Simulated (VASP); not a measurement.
# GaSb (I-4m2) in VASP: notebook

GaSb is run at these levels: PBE; tasks: single point.

All numbers are computed with VASP 6.6.1; they aren't measurements. Logs are shortened: lines on timing, memory, paths and dates and some standing lists are left out, and cuts for length are marked.

### Step 1. The cell of the first run

It takes space group I-4m2 (No. 119, tetragonal). Conventional cell: a = 4.326 Å, b = 4.326 Å, c = 6.485 Å, α = 90.00°, β = 90.00°, γ = 90.00°. Ga (site symmetry -4m2) has 4 Sb at 2.70 Å within 3.6 Å. Within 3.6 Å of Sb (site symmetry -4m2) lie 4 Ga at 2.70 Å.

### Step 2. Single point, PBE (strain +0.0600 x Voigt [1, 0, 0, 0, 0, 0])

Contents of INCAR:

```
SYSTEM = GaSb
PREC     = Accurate       ! precision mode
ENCUT    = 520            ! plane-wave cutoff, eV
EDIFF    = 1E-6           ! SCF threshold, eV
ISMEAR   = 0              ! smearing method
SIGMA    = 0.15           ! smearing width, eV
LREAL    = .FALSE.        ! projectors in reciprocal space
LASPH    = .TRUE.         ! aspherical terms in the spheres
NELM     = 80             ! most SCF steps
ALGO     = Normal         ! electronic algorithm
ISIF     = 2              ! what is computed and relaxed
LWAVE    = .FALSE.        ! write WAVECAR
LCHARG   = .FALSE.        ! write CHGCAR
GGA      = PE             ! functional
NBANDS   = 16             ! bands
```

Contents of KPOINTS:

```
regular mesh
0
G
  14 14 14
  0 0 0
```

Contents of POSCAR:

```
GaSb
1.0
    0.0000000000      3.0590000000      3.0590000000
    3.2425400000      0.0000000000      3.0590000000
    3.2425400000      3.0590000000      0.0000000000
Ga Sb
1 1
Direct
    0.0000000000      0.0000000000      0.0000000000
    0.7500000000      0.7500000000      0.7500000000
```

Potentials or basis: VASP PAW PBE potentials, release 64 (Ga_d, Sb).

Started as:

```sh
cat potpaw_PBE.64/Ga_d/POTCAR potpaw_PBE.64/Sb/POTCAR > POTCAR
mpirun -np 1 vasp_std > vasp.out
```

OUTCAR:

```text
SYSTEM = GaSb
   PREC = Accurate
   ENCUT = 520
   EDIFF = 1E-6
   ISMEAR = 0
   LREAL = .FALSE.
   LASPH = .TRUE.
   NELM = 80
   ISIF = 2
   GGA = PE

 ion  position               nearest neighbor table
   1  0.000  0.000  0.000-   2 2.70   2 2.70   2 2.70   2 2.70
   2  0.750  0.750  0.750-   1 2.70   1 2.70   1 2.70   1 2.70

  LATTYP: Found a body centered tetragonal cell.
 ALAT       =     4.3260792873
 C/A-ratio  =     1.4990663761

  Lattice vectors:

 A1 = (   3.2425400000,   0.0000000000,   3.0590000000)
 A2 = (   3.2425400000,   0.0000000000,  -3.0590000000)
 A3 = (  -3.2425400000,   3.0590000000,   0.0000000000)

Analysis of symmetry for initial positions (statically):
=====================================================================
 Subroutine PRICEL returns:
 Original cell was already a primitive cell.

 Routine SETGRP: Setting up the symmetry group for a
 body centered tetragonal supercell.

 Subroutine GETGRP returns: Found  8 space group operations
 (whereof  8 operations were pure point group operations)
 out of a pool of 16 trial point group operations.

The static configuration has the point symmetry D_2d.

Analysis of symmetry for dynamics (positions and initial velocities):
=====================================================================
 Subroutine PRICEL returns:
 Original cell was already a primitive cell.

 Routine SETGRP: Setting up the symmetry group for a
 body centered tetragonal supercell.

 Subroutine GETGRP returns: Found  8 space group operations
 (whereof  8 operations were pure point group operations)
 out of a pool of 16 trial point group operations.

The dynamic configuration has the point symmetry D_2d.

 Subroutine INISYM returns: Found  8 space group operations
 (whereof  8 operations are pure point group operations),
 and found     1 'primitive' translations

----------------------------------------------------------------------------------------

                                     Primitive cell

  volume of cell :      60.6840

  direct lattice vectors                    reciprocal lattice vectors
     0.000000000  3.059000000  3.059000000    -0.154200102  0.163452109  0.163452109
     3.242540000  0.000000000  3.059000000     0.154200102 -0.163452109  0.163452109
     3.242540000  3.059000000  0.000000000     0.154200102  0.163452109 -0.163452109

  length of vectors
     4.326079287  4.457751300  4.457751300     0.277868413  0.277868413  0.277868413

[... 79 lines left out ...]
   NELM   =     80;   NELMIN=  2; NELMDL= -5     # of ELM steps
   EDIFF  = 0.1E-05   stopping-criterion for ELM
   LREAL  =      F    real-space projection
   EDIFFG = 0.1E-04   stopping-criterion for IOM
   NSW    =      0    number of steps for IOM
   IBRION =     -1    ionic relax: 0-MD 1-quasi-New 2-CG
   NFREE  =      0    steps in history (QN), initial steepest desc. (CG)
   ISIF   =      2    stress and relaxation
   ISYM   =      2    0-nonsym 1-usesym 2-fastsym
   POTIM  = 0.5000    time-step for ionic-motion
   TEBEG  =    0.0;   TEEND  =   0.0 temperature during run
   PSTRESS=    0.0 pullay stress
   NELECT =      18.0000    total number of electrons
   NUPDOWN=      -1.0000    fix difference up-down
   EMIN   =  10.00;   EMAX   =-10.00  energy-range for DOS
   EFERMI =   0.00;   METHOD = LEGACY
   ISMEAR =     0;   SIGMA  =   0.15  broadening in eV -4-tet -1-fermi 0-gaus
   EFERMI_NEDOS =   21; number of points for ismear=-14 and -15
   IALGO  =     38    algorithm
   IMIX   =      4    mixing-type and parameters
     AMIX     =   0.40;   BMIX     =  1.00
     AMIX_MAG =   1.60;   BMIX_MAG =  1.00
  volume/ion in A,a.u.               =      30.34       204.76
  Fermi-wavevector in a.u.,A,eV,Ry     =   1.091794  2.063192 16.218352  1.192015
  Thomas-Fermi vector in A             =   2.228047
   LORBIT       =      0    0 simple, 1 ext, 2 COOP (PROOUT), +10 PAW based schemes
   GGA     = PE    functional components
   LHFCALC =     F    Hartree Fock is set to
   AEXX    =    0.0000 exact exchange contribution
   IVDW    =     0    specifies the selected vdW correction
   LEPSILON=     F    determine dielectric tensor
   LRPA    =     F    only Hartree local field effects (RPA)
 non-spin polarized calculation
 Gauss-broadening in eV      SIGMA  =   0.15
  energy-cutoff  :      520.00
  volume of cell :       60.68
 maximum number of plane-waves:      1654
   NGX = 17   NGY = 17   NGZ = 17

 number of electron      17.9999998 magnetization

 Free energy of the ion-electron system (eV)
  ---------------------------------------------------
  ext. energy  EPLUGINS =         0.00000000
  ---------------------------------------------------
  free energy    TOTEN  =        -7.35392427 eV

  energy without entropy =       -7.35339546  energy(sigma->0) =       -7.35365986

 E-fermi :   4.4448     XC(G=0):  -8.8414

 val. band max:        4.4065274812   @ k =   0.0000   0.0000   0.0000
 cond. band min:       4.5402262176   @ k =   0.5000   0.0000   0.0000
 fundamental gap:      0.1336987365
 Fermi energy:         4.4448191287

 k-point     1 :       0.0000    0.0000    0.0000
  band No.  band energies     occupation
      1     -10.6421      2.00000
      2     -10.6338      2.00000
      3     -10.6338      2.00000
      4     -10.5996      2.00000
      5     -10.5919      2.00000
      6      -6.7886      2.00000
[... 433 lines left out ...]
      3     -10.6275      2.00000
      4     -10.6020      2.00000
      5     -10.5908      2.00000
      6      -6.0868      2.00000
[... 8 lines left out ...]
     15      12.4975      0.00000
     16      12.9353      0.00000

 [... further k-points ...]

------------------------ aborting loop because EDIFF is reached ----------------------------------------

  FORCE on cell =-STRESS in cart. coord.  units (eV):
  Direction    XX          YY          ZZ          XY          YZ          ZX
  --------------------------------------------------------------------------------------
  -------------------------------------------------------------------------------------
  Total       -0.8360547      0.1629636      0.1629636      0.0000000      0.0000000      0.0000000
  in kB      -22.0734888      4.3025585      4.3025585      0.0000000      0.0000000      0.0000000
  external PRESSURE =      -4.4894573 kB  Pullay stress =       0.0000000 kB

 VOLUME and BASIS-vectors are now :
 -----------------------------------------------------------------------------
  energy-cutoff  :      520.00
  volume of cell :       60.68
      direct lattice vectors                 reciprocal lattice vectors
     0.000000000  3.059000000  3.059000000    -0.154200102  0.163452109  0.163452109
     3.242540000  0.000000000  3.059000000     0.154200102 -0.163452109  0.163452109
     3.242540000  3.059000000  0.000000000     0.154200102  0.163452109 -0.163452109

 POSITION                                       TOTAL-FORCE (eV/Angst)
 -----------------------------------------------------------------------------------
      0.00000      0.00000      0.00000         0.000000     -0.000000     -0.000000
      4.86381      4.58850      4.58850        -0.000000      0.000000      0.000000
 -----------------------------------------------------------------------------------
    total drift:                                0.000001     -0.000006     -0.000006

  FREE ENERGIE OF THE ION-ELECTRON SYSTEM (eV)
  ---------------------------------------------------
  free  energy   TOTEN  =        -7.3539242680 eV

  energy  without entropy=       -7.3533954605  energy(sigma->0) =       -7.35365986
```

stdout:

```text
POSCAR found type information on POSCAR GaSb
 POSCAR found :  2 types and       2 ions
 scaLAPACK will be used
 LDA part: xc-table for (Slater+PW92), standard interpolation
 POSCAR, INCAR and KPOINTS ok, starting setup
 FFT: planning ... GRIDC
 FFT: planning ... GRID_SOFT
 FFT: planning ... GRID
 WAVECAR not read
 entering main loop
```

Run time: 2.1 min. Hardware: 1 thread of AMD EPYC 9R45 (Zen 5), shared host; peak memory 0.35 GiB.

Results:

* Free energy: -7.3539 eV
* Pressure: -0.4 GPa
* Band gap on the k mesh: zero (filled and empty bands touch)

Stress tensor (GPa, compression positive):
```
-2.21  0.00  0.00
 0.00  0.43  0.00
 0.00  0.00  0.43
```

Levels at points of the mesh, in eV from the Fermi level:
```csv
k point,band 5,band 6,band 7,band 8,band 9,band 10,band 11,band 12,band 13,band 14
"(0.00, 0.00, 0.00)",-15.04,-11.23,-0.55,-0.39,-0.04,-0.04,2.60,2.60,2.77,5.60
"(0.50, 0.00, 0.00)",-15.04,-9.75,-6.24,-1.43,-1.00,0.10,3.50,3.74,6.37,8.72
"(0.50, 0.50, 0.00)",-15.03,-8.95,-6.62,-2.65,-2.60,0.67,1.10,8.00,8.04,9.31
"(0.00, 0.50, 0.50)",-15.04,-9.14,-6.86,-2.30,-2.30,1.10,1.44,8.10,8.10,9.26
```

Caveat: the cell differs from its parent crystal (strain +0.0600 x Voigt [1, 0, 0, 0, 0, 0]); semilocal functionals underestimate gaps, so a narrow gap can read as zero; spin-orbit coupling is left out, which moves the levels of the heavy elements.

### Step 3. Single point, PBE (strain -0.0600 x Voigt [1, 0, 0, 0, 0, 0])

Contents of INCAR:

```
PREC     = Accurate       # precision mode
ENCUT    = 520            # plane-wave cutoff, eV
EDIFF    = 1E-6           # SCF threshold, eV
ISMEAR   = 0              # smearing method
SIGMA    = 0.15           # smearing width, eV
LREAL    = False          # projectors in reciprocal space
LASPH    = True           # aspherical terms in the spheres
NELM     = 80             # most SCF steps
ALGO     = Normal         # electronic algorithm
ISIF     = 2              # what is computed and relaxed
LWAVE    = False          # write WAVECAR
LCHARG   = True           # write CHGCAR
GGA      = PE             # functional
LELF     = True           # ELF
LVHAR    = True         
NBANDS   = 16             # bands
```

Contents of KPOINTS:

```
Automatic mesh
0
Gamma
  14 14 14
```

Contents of POSCAR:

```
GaSb
1.0
    0.0000000000      3.0590000000      3.0590000000
    2.8754600000      0.0000000000      3.0590000000
    2.8754600000      3.0590000000      0.0000000000
Ga Sb
1 1
Direct
    0.0000000000      0.0000000000      0.0000000000
    0.7500000000      0.7500000000      0.7500000000
```

Potentials or basis: VASP PAW PBE potentials, release 64 (Ga_d, Sb).

Started as:

```sh
cat potpaw_PBE.64/Ga_d/POTCAR potpaw_PBE.64/Sb/POTCAR > POTCAR
mpirun -np 1 vasp_std > vasp.out
```

It took 93 s on 1 thread of AMD EPYC 9R45 (Zen 5), shared host; peak memory 0.31 GiB.

The run converged. Its results:

| Property | Result |
| --- | --- |
| Free energy | -7.2446 eV |
| Pressure | 6.3 GPa |
| Band gap on the k mesh | 0.21 eV (least direct gap 0.23 eV) |

Stress tensor (GPa, compression positive):
```
7.84 0.00 0.00
0.00 5.55 0.00
0.00 0.00 5.55
```

Levels at points of the mesh, in eV from the valence-band top:
| k point | band 6 | band 7 | band 8 | band 9 | band 10 | band 11 | band 12 | band 13 |
| --- | --- | --- | --- | --- | --- | --- | --- | --- |
| (0.00, 0.00, 0.00) | -12.15 | -0.35 | -0.35 | 0.00 | 0.23 | 2.43 | 2.61 | 2.61 |
| (0.50, 0.00, 0.00) | -10.36 | -6.91 | -1.72 | -1.25 | 0.25 | 3.33 | 3.77 | 6.23 |
| (0.50, 0.50, 0.00) | -9.52 | -7.43 | -2.91 | -2.85 | 0.77 | 1.04 | 8.63 | 8.66 |
| (0.00, 0.50, 0.50) | -9.27 | -7.12 | -3.28 | -3.28 | 0.28 | 0.64 | 8.87 | 8.87 |

Caveat: the cell differs from its parent crystal (strain -0.0600 x Voigt [1, 0, 0, 0, 0, 0]); the cell stands under pressure; spin-orbit coupling is left out, which moves the levels of the heavy elements. A k mesh can miss the band edges.

### Step 4. Single point, PBE (strain -0.0300 x Voigt [1, 0, 0, 0, 0, 0])

Contents of INCAR:

```
SYSTEM = GaSb
  ALGO = Normal
  EDIFF = 1E-6
  ENCUT = 520
  GGA = PE
  ISIF = 2
  ISMEAR = 0
  LASPH = .TRUE.
  LCHARG = .FALSE.
  LREAL = .FALSE.
  LWAVE = .FALSE.
  NBANDS = 16
  NELM = 80
  PREC = Accurate
  SIGMA = 0.15
```

Contents of KPOINTS:

```
k-points
0
G
  14 14 14
  0 0 0
```

Contents of POSCAR:

```
GaSb
1.0
    0.0000000000      3.0590000000      3.0590000000
    2.9672300000      0.0000000000      3.0590000000
    2.9672300000      3.0590000000      0.0000000000
Ga Sb
1 1
Direct
    0.0000000000      0.0000000000      0.0000000000
    0.7500000000      0.7500000000      0.7500000000
```

Started as:

```sh
cat potpaw_PBE.64/Ga_d/POTCAR potpaw_PBE.64/Sb/POTCAR > POTCAR
mpirun -np 1 vasp_std > vasp.out
```

Run time: 90 s. Hardware: 1 thread of AMD EPYC 9R45 (Zen 5), shared host; peak memory 0.32 GiB.

It converged, with:

```
Free energy            : -7.3135 eV
Pressure               : 4.2 GPa
Band gap on the k mesh : 0.13 eV
```

Stress tensor (GPa, compression positive):
```
5.03 0.00 0.00
0.00 3.80 0.00
0.00 0.00 3.80
```

Levels at points of the mesh, in eV from the valence-band top:
| k point | band 5 | band 6 | band 7 | band 8 | band 9 | band 10 | band 11 | band 12 | band 13 | band 14 |
| --- | --- | --- | --- | --- | --- | --- | --- | --- | --- | --- |
| (0.00, 0.00, 0.00) | -15.15 | -11.81 | -0.17 | -0.17 | 0.00 | 0.13 | 2.60 | 2.69 | 2.69 | 5.72 |
| (0.50, 0.00, 0.00) | -15.15 | -10.10 | -6.63 | -1.44 | -1.20 | 0.34 | 3.54 | 3.74 | 6.34 | 9.35 |
| (0.50, 0.50, 0.00) | -15.15 | -9.27 | -7.12 | -2.74 | -2.72 | 0.84 | 1.14 | 8.70 | 8.72 | 10.11 |
| (0.00, 0.50, 0.50) | -15.15 | -9.15 | -6.97 | -2.92 | -2.92 | 0.60 | 0.95 | 8.78 | 8.78 | 10.26 |

Caveat: the cell differs from its parent crystal (strain -0.0300 x Voigt [1, 0, 0, 0, 0, 0]); the cell stands under pressure; spin-orbit coupling is left out, which moves the levels of the heavy elements. A k mesh can miss the band edges.

### Step 5. Summary

| cell | gap on the mesh (eV) | pressure (GPa) |
| --- | --- | --- |
| a = 4.326, b = 4.458, c = 4.458 Å, angles 58.1, 61.0, 61.0°, 2 atoms | none | -0.4 |
| a = 4.326, b = 4.198, c = 4.198 Å, angles 62.0, 59.0, 59.0°, 2 atoms | 0.21 | 6.3 |
| a = 4.326, b = 4.262, c = 4.262 Å, angles 61.0, 59.5, 59.5°, 2 atoms | 0.13 | 4.2 |

Alike in all rows: task single point; level PBE; potentials or basis VASP PAW PBE potentials, release 64 (Ga_d, Sb); no spin polarisation; k mesh 14 × 14 × 14; cutoff (eV) 520; smearing gaussian 0.15 eV.

Caveats: spin-orbit coupling is left out, which moves the levels of the heavy elements; the cell stands under pressure (at least some runs); semilocal functionals underestimate gaps, so a narrow gap can read as zero (at least some runs).

Total energies depend on the potentials used, so only differences within one code and one set of settings carry meaning.
